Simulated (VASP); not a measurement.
A run of VASP 6.6.1:

Contents of INCAR:

```
PREC     = Accurate       # precision mode
ENCUT    = 520            # plane-wave cutoff, eV
EDIFF    = 1E-6           # SCF threshold, eV
ISMEAR   = 0              # smearing method
SIGMA    = 0.05           # smearing width, eV
LREAL    = False          # projectors in reciprocal space
LASPH    = True           # aspherical terms in the spheres
NELM     = 80             # most SCF steps
ALGO     = Normal         # electronic algorithm
ISIF     = 2              # what is computed and relaxed
LWAVE    = False          # write WAVECAR
LCHARG   = False          # write CHGCAR
GGA      = CA             # functional
NBANDS   = 25             # bands
```

Contents of KPOINTS:

```
regular mesh
0
Gamma
  6 6 10
```

Contents of POSCAR:

```
SiO2
1.0
    4.3893030744      0.0000000000      0.0000000000
    0.0000000000      4.3893030744      0.0000000000
    0.0000000000      0.0000000000      2.6138299808
Si O
2 4
Direct
    0.5000000000      0.5000000000      0.5000000000
    0.0000000000      0.0000000000      0.0000000000
    0.6944252994      0.6944252994      0.0000000000
    0.1944252994      0.8055747006      0.5000000000
    0.3055747006      0.3055747006      0.0000000000
    0.8055747006      0.1944252994      0.5000000000
```

Potentials or basis: VASP PAW LDA potentials, release 64 (Si, O).

Command:

```sh
$ cat potpaw_LDA.64/Si/POTCAR potpaw_LDA.64/O/POTCAR > POTCAR
$ mpirun -np 1 vasp_std > vasp.out
```

Hardware: 1 thread of AMD EPYC 9R45 96-Core Processor (Zen 5) (shared host).

Problem. How long does it take, and how much memory?

Solution. It took 33 s on 1 thread of AMD EPYC 9R45 96-Core Processor (Zen 5) (shared host), peak memory 0.14 GiB. Counts: scf iterations 12, k points 60.
